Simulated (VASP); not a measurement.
# Nb (Fm-3m) in VASP: a series of runs

Nb is run at these levels: PBEsol; tasks: single point.

All numbers are computed with VASP 6.6.1; they aren't measurements. Logs are shortened: lines on timing, memory, paths and dates and some standing lists are left out, and cuts for length are marked.

### 1 The cell of the first run

It takes space group Fm-3m (No. 225, cubic). The conventional cell has a = 4.089 Å, b = 4.089 Å, c = 4.089 Å, α = 90.00°, β = 90.00°, γ = 90.00°. Nb (site symmetry m-3m) has 12 Nb at 2.89 Å within 3.8 Å.

### 2 Single point, PBEsol (strained)

File INCAR:

```
SYSTEM = Nb
PREC = Accurate
ENCUT = 520
EDIFF = 1E-6
ISMEAR = 0
SIGMA = 0.1
LREAL = .False.
LASPH = .True.
NELM = 60
ALGO = Fast
ISIF = 2
LWAVE = .False.
LCHARG = .False.
GGA = PS
NBANDS = 12
```

File KPOINTS:

```
Automatic mesh
0
Gamma
  18 18 18
  0 0 0
```

File POSCAR:

```
Nb
1.0
    0.0000000000      2.0446551000      2.0446551000
    2.0446551000      0.0000000000      2.0446551000
    2.0446551000      2.0446551000      0.0000000000
Nb
1
Direct
    0.0000000000      0.0000000000      0.0000000000
```

Potentials or basis: VASP PAW PBE potentials, release 64 (Nb_sv).

Started as:

```sh
cat potpaw_PBE.64/Nb_sv/POTCAR > POTCAR
mpirun -np 1 vasp_std > vasp.out
```

OUTCAR:

```text
SYSTEM = Nb
   PREC = Accurate
   ENCUT = 520
   EDIFF = 1E-6
   ISMEAR = 0
   LREAL = .False.
   LASPH = .True.
   NELM = 60
   ISIF = 2
   GGA = PS

 ion  position               nearest neighbor table
   1  0.000  0.000  0.000-

  LATTYP: Found a face centered cubic cell.
 ALAT       =     4.0893102000

  Lattice vectors:

 A1 = (   0.0000000000,   2.0446551000,   2.0446551000)
 A2 = (   2.0446551000,   0.0000000000,   2.0446551000)
 A3 = (   2.0446551000,   2.0446551000,   0.0000000000)

Analysis of symmetry for initial positions (statically):
=====================================================================
 Subroutine PRICEL returns:
 Original cell was already a primitive cell.

 Routine SETGRP: Setting up the symmetry group for a
 face centered cubic supercell.

 Subroutine GETGRP returns: Found 48 space group operations
 (whereof 48 operations were pure point group operations)
 out of a pool of 48 trial point group operations.

The static configuration has the point symmetry O_h .

Analysis of symmetry for dynamics (positions and initial velocities):
=====================================================================
 Subroutine PRICEL returns:
 Original cell was already a primitive cell.

 Routine SETGRP: Setting up the symmetry group for a
 face centered cubic supercell.

 Subroutine GETGRP returns: Found 48 space group operations
 (whereof 48 operations were pure point group operations)
 out of a pool of 48 trial point group operations.

The dynamic configuration has the point symmetry O_h .

 Subroutine INISYM returns: Found 48 space group operations
 (whereof 48 operations are pure point group operations),
 and found     1 'primitive' translations

----------------------------------------------------------------------------------------

                                     Primitive cell

  volume of cell :      17.0958

  direct lattice vectors                    reciprocal lattice vectors
     0.000000000  2.044655100  2.044655100    -0.244540020  0.244540020  0.244540020
     2.044655100  0.000000000  2.044655100     0.244540020 -0.244540020  0.244540020
     2.044655100  2.044655100  0.000000000     0.244540020  0.244540020 -0.244540020

  length of vectors
     2.891578973  2.891578973  2.891578973     0.423555740  0.423555740  0.423555740

  position of ions in fractional coordinates (direct lattice)
     0.000000000  0.000000000  0.000000000

  ion indices of the primitive-cell ions
   primitive index   ion index
                 1           1

----------------------------------------------------------------------------------------
[... 83 lines left out ...]
   EMIN   =  10.00;   EMAX   =-10.00  energy-range for DOS
   EFERMI =   0.00;   METHOD = LEGACY
   ISMEAR =     0;   SIGMA  =   0.10  broadening in eV -4-tet -1-fermi 0-gaus
   EFERMI_NEDOS =   21; number of points for ismear=-14 and -15
   IALGO  =     68    algorithm
   IMIX   =      4    mixing-type and parameters
     AMIX     =   0.40;   BMIX     =  1.00
     AMIX_MAG =   1.60;   BMIX_MAG =  1.00
  volume/ion in A,a.u.               =      17.10       115.37
  Fermi-wavevector in a.u.,A,eV,Ry     =   1.494259  2.823740 30.379225  2.232810
  Thomas-Fermi vector in A             =   2.606555
   LORBIT       =      0    0 simple, 1 ext, 2 COOP (PROOUT), +10 PAW based schemes
   GGA     = PS    functional components
   LHFCALC =     F    Hartree Fock is set to
   AEXX    =    0.0000 exact exchange contribution
   IVDW    =     0    specifies the selected vdW correction
   LEPSILON=     F    determine dielectric tensor
   LRPA    =     F    only Hartree local field effects (RPA)
 non-spin polarized calculation
 RMM-DIIS sequential band-by-band and
 Gauss-broadening in eV      SIGMA  =   0.10
  energy-cutoff  :      520.00
  volume of cell :       17.10
 maximum number of plane-waves:       477
 NGX is ok and might be reduce to    24
   NGX = 11   NGY = 11   NGZ = 11

 number of electron      12.9999999 magnetization

 Free energy of the ion-electron system (eV)
  ---------------------------------------------------
  ext. energy  EPLUGINS =         0.00000000
  ---------------------------------------------------
  free energy    TOTEN  =       -10.57564619 eV

  energy without entropy =      -10.56908782  energy(sigma->0) =      -10.57236701

 E-fermi :  12.1841     XC(G=0): -12.9039

 val. band max:       12.1802787819   @ k =   0.3333   0.2222   0.1111
 cond. band min:      12.2085752254   @ k =   0.0000   0.0000   0.0000
 fundamental gap:      0.0282964435
 Fermi energy:        12.1841101210

 k-point     1 :       0.0000    0.0000    0.0000
  band No.  band energies     occupation
      1     -42.4287      2.00000
      2     -17.6319      2.00000
      3     -17.6319      2.00000
      4     -17.6319      2.00000
      5       5.7186      2.00000
      6      12.2086      0.72935
      7      12.2086      0.72935
      8      12.2086      0.72935
      9      15.1612      0.00000
     10      15.1612      0.00000
     11      24.0958      0.00000
     12      29.2558      0.00000
[... 331 lines left out ...]
 k-point    24 :      -0.2222    0.0556    0.0000
  band No.  band energies     occupation
      1     -42.2908      2.00000
      2     -18.4267      2.00000
      3     -17.7844      2.00000
      4     -17.7120      2.00000
      5       7.6482      2.00000
      6      11.2731      2.00000
      7      12.5955      0.00000
      8      12.7236      0.00000
      9      14.6751      0.00000
     10      15.6623      0.00000
     11      25.1045      0.00000
     12      28.1856      0.00000

 [... further k-points ...]

------------------------ aborting loop because EDIFF is reached ----------------------------------------

  FORCE on cell =-STRESS in cart. coord.  units (eV):
  Direction    XX          YY          ZZ          XY          YZ          ZX
  --------------------------------------------------------------------------------------
  -------------------------------------------------------------------------------------
  Total        1.1822871      1.1822871      1.1822871     -0.0000000      0.0000000      0.0000000
  in kB      110.8009180    110.8009180    110.8009180     -0.0000000      0.0000000      0.0000000
  external PRESSURE =     110.8009180 kB  Pullay stress =       0.0000000 kB

 VOLUME and BASIS-vectors are now :
 -----------------------------------------------------------------------------
  energy-cutoff  :      520.00
  volume of cell :       17.10
      direct lattice vectors                 reciprocal lattice vectors
     0.000000000  2.044655100  2.044655100    -0.244540020  0.244540020  0.244540020
     2.044655100  0.000000000  2.044655100     0.244540020 -0.244540020  0.244540020
     2.044655100  2.044655100  0.000000000     0.244540020  0.244540020 -0.244540020

 POSITION                                       TOTAL-FORCE (eV/Angst)
 -----------------------------------------------------------------------------------
      0.00000      0.00000      0.00000        -0.000000     -0.000000      0.000000
 -----------------------------------------------------------------------------------
    total drift:                               -0.000000     -0.000000     -0.000000

  FREE ENERGIE OF THE ION-ELECTRON SYSTEM (eV)
  ---------------------------------------------------
  free  energy   TOTEN  =       -10.5756461853 eV

  energy  without entropy=      -10.5690878249  energy(sigma->0) =      -10.57236701
```

stdout:

```text
POSCAR found type information on POSCAR Nb
 POSCAR found :  1 types and       1 ions
 scaLAPACK will be used
 -----------------------------------------------------------------------------
|                                                                             |
|                                                                             |
|     You enforced a specific xc type in the INCAR file but a different       |
|     I HOPE YOU KNOW WHAT YOU ARE DOING!                                     |
|                                                                             |
 -----------------------------------------------------------------------------

 LDA part: xc-table for (Slater+PW92), standard interpolation
 POSCAR, INCAR and KPOINTS ok, starting setup
 FFT: planning ... GRIDC
 FFT: planning ... GRID_SOFT
 FFT: planning ... GRID
 WAVECAR not read
 entering main loop
WARNING in EDDRMM: call to ZHEGV failed, returncode =   8  4      8
WARNING in EDDRMM: call to ZHEGV failed, returncode =   6  3      8
WARNING in EDDRMM: call to ZHEGV failed, returncode =   6  3      7
```

It took 36 s on 1 thread of Intel Xeon Platinum 8559C (Emerald Rapids), shared host; peak memory 0.16 GiB.

Results:

```yaml
Free_energy: -10.5756 eV
Pressure: 11.1 GPa
```

Caveat: the cell differs from its parent crystal (strained); the PAW data sets were made with another functional, which shifts forces and pressure a little.

### 3 Single point, PBEsol (volume scaled by 0.88)

File INCAR:

```
PREC     = Accurate       # precision mode
ENCUT    = 520            # plane-wave cutoff, eV
EDIFF    = 1E-6           # SCF threshold, eV
ISMEAR   = 0              # smearing method
SIGMA    = 0.1            # smearing width, eV
LREAL    = F              # projectors in reciprocal space
LASPH    = T              # aspherical terms in the spheres
NELM     = 80             # most SCF steps
ALGO     = Fast           # electronic algorithm
ISIF     = 2              # what is computed and relaxed
LWAVE    = F              # write WAVECAR
LCHARG   = F              # write CHGCAR
GGA      = PS             # functional
NBANDS   = 12             # bands
```

File KPOINTS:

```
Automatic mesh
0
Gamma
  18 18 18
```

File POSCAR:

```
Nb
1.0
    0.0000000000      1.9982190002      1.9982190002
    1.9982190002      0.0000000000      1.9982190002
    1.9982190002      1.9982190002      0.0000000000
Nb
1
Direct
    0.0000000000      0.0000000000      0.0000000000
```

Potentials or basis: VASP PAW PBE potentials, release 64 (Nb_sv).

Started as:

```sh
cat potpaw_PBE.64/Nb_sv/POTCAR > POTCAR
mpirun -np 1 vasp_std > vasp.out
```

Run time: 34 s. Hardware: 1 thread of Intel Xeon Platinum 8488C (Sapphire Rapids), shared host; peak memory 0.16 GiB.

It converged, with:

```yaml
Free_energy: -10.4398 eV
Pressure: 27.6 GPa
```

Levels at points of the mesh, in eV from the Fermi level:
| k point | band 2 | band 3 | band 4 | band 5 | band 6 | band 7 | band 8 | band 9 | band 10 | band 11 |
| --- | --- | --- | --- | --- | --- | --- | --- | --- | --- | --- |
| (0.00, 0.00, 0.00) | -29.59 | -29.59 | -29.59 | -6.58 | -0.05 | -0.05 | -0.05 | 3.19 | 3.19 | 11.95 |
| (0.50, 0.00, 0.00) | -31.58 | -29.84 | -29.84 | -4.52 | -0.31 | -0.31 | 2.10 | 5.70 | 5.70 | 11.77 |
| (0.50, 0.50, 0.00) | -31.43 | -30.29 | -30.29 | -5.06 | -4.23 | 4.72 | 5.68 | 6.44 | 6.44 | 12.60 |

Caveat: the PAW data sets were made with another functional, which shifts forces and pressure a little.

### 4 Single point, PBEsol (volume scaled by 0.91)

File INCAR:

```
PREC = Accurate
ENCUT = 520
EDIFF = 1E-7
ISMEAR = 0
SIGMA = 0.1
LREAL = F
LASPH = T
NELM = 100
ALGO = Normal
ISIF = 2
LWAVE = F
LCHARG = F
GGA = PS
NBANDS = 12
```

File KPOINTS:

```
regular mesh
0
Gamma
  18 18 18
```

File POSCAR:

```
Nb
1.0
    0.0000000000      2.0206727785      2.0206727785
    2.0206727785      0.0000000000      2.0206727785
    2.0206727785      2.0206727785      0.0000000000
Nb
1
Direct
    0.0000000000      0.0000000000      0.0000000000
```

Started as:

```sh
cat potpaw_PBE.64/Nb_sv/POTCAR > POTCAR
mpirun -np 1 vasp_std > vasp.out
```

It took 17 s on 1 thread of Intel Xeon Platinum 8488C (Sapphire Rapids), shared host; peak memory 0.16 GiB.

It converged, with:

- Free energy: -10.5194 eV
- Pressure: 19.1 GPa

Levels at points of the mesh, in eV from the Fermi level:
| k point | band 2 | band 3 | band 4 | band 5 | band 6 | band 7 | band 8 | band 9 | band 10 | band 11 |
| --- | --- | --- | --- | --- | --- | --- | --- | --- | --- | --- |
| (0.00, 0.00, 0.00) | -29.70 | -29.70 | -29.70 | -6.53 | -0.01 | -0.01 | -0.01 | 3.09 | 3.09 | 11.93 |
| (0.50, 0.00, 0.00) | -31.50 | -29.93 | -29.93 | -4.37 | -0.26 | -0.26 | 1.92 | 5.48 | 5.48 | 11.73 |
| (0.50, 0.50, 0.00) | -31.37 | -30.33 | -30.33 | -4.84 | -4.02 | 4.45 | 5.45 | 6.18 | 6.18 | 12.30 |

Caveat: the PAW data sets were made with another functional, which shifts forces and pressure a little.

### 5 Single point, PBEsol (volume scaled by 0.94)

File INCAR:

```
PREC = Accurate ; ENCUT = 520
EDIFF = 1E-6 ; ISMEAR = 0
SIGMA = 0.1 ; LREAL = False
LASPH = True ; NELM = 60
ALGO = Normal ; ISIF = 2
LWAVE = False ; LCHARG = False
GGA = PS ; NBANDS = 12
```

KPOINTS is that of step 4.

File POSCAR:

```
Nb
1.0
    0.0000000000      2.0426383339      2.0426383339
    2.0426383339      0.0000000000      2.0426383339
    2.0426383339      2.0426383339      0.0000000000
Nb
1
Direct
    0.0000000000      0.0000000000      0.0000000000
```

Started as:

```sh
cat potpaw_PBE.64/Nb_sv/POTCAR > POTCAR
mpirun -np 1 vasp_std > vasp.out
```

Run time: 18 s. Hardware: 1 thread of Intel Xeon Platinum 8488C (Sapphire Rapids), shared host; peak memory 0.16 GiB.

The run converged. Its results:

| Property | Result |
| --- | --- |
| Free energy | -10.5720 eV |
| Pressure | 11.7 GPa |

Levels at points of the mesh, in eV from the Fermi level:
| k point | band 2 | band 3 | band 4 | band 5 | band 6 | band 7 | band 8 | band 9 | band 10 | band 11 |
| --- | --- | --- | --- | --- | --- | --- | --- | --- | --- | --- |
| (0.00, 0.00, 0.00) | -29.81 | -29.81 | -29.81 | -6.47 | 0.02 | 0.02 | 0.02 | 2.99 | 2.99 | 11.91 |
| (0.50, 0.00, 0.00) | -31.43 | -30.01 | -30.01 | -4.24 | -0.21 | -0.21 | 1.76 | 5.27 | 5.27 | 11.69 |
| (0.50, 0.50, 0.00) | -31.32 | -30.38 | -30.38 | -4.64 | -3.83 | 4.20 | 5.24 | 5.93 | 5.93 | 12.01 |

Caveat: the PAW data sets were made with another functional, which shifts forces and pressure a little.

### 6 The runs side by side

```csv
cell,gap on the mesh (eV),pressure (GPa)
"a = 2.892 Å, angles 60.0°, 1 atom",none,11.1
"a = 2.826 Å, angles 60.0°, 1 atom",none,27.6
"a = 2.858 Å, angles 60.0°, 1 atom",none,19.1
"a = 2.889 Å, angles 60.0°, 1 atom",none,11.7
```

Alike in all rows: task single point; level PBEsol; potentials or basis VASP PAW PBE potentials, release 64 (Nb_sv); no spin polarisation; k mesh 18 × 18 × 18; cutoff (eV) 520; smearing gaussian 0.1 eV.

Caveats: the PAW data sets were made with another functional, which shifts forces and pressure a little.

Absolute energies hang on the potentials; compare differences alone.
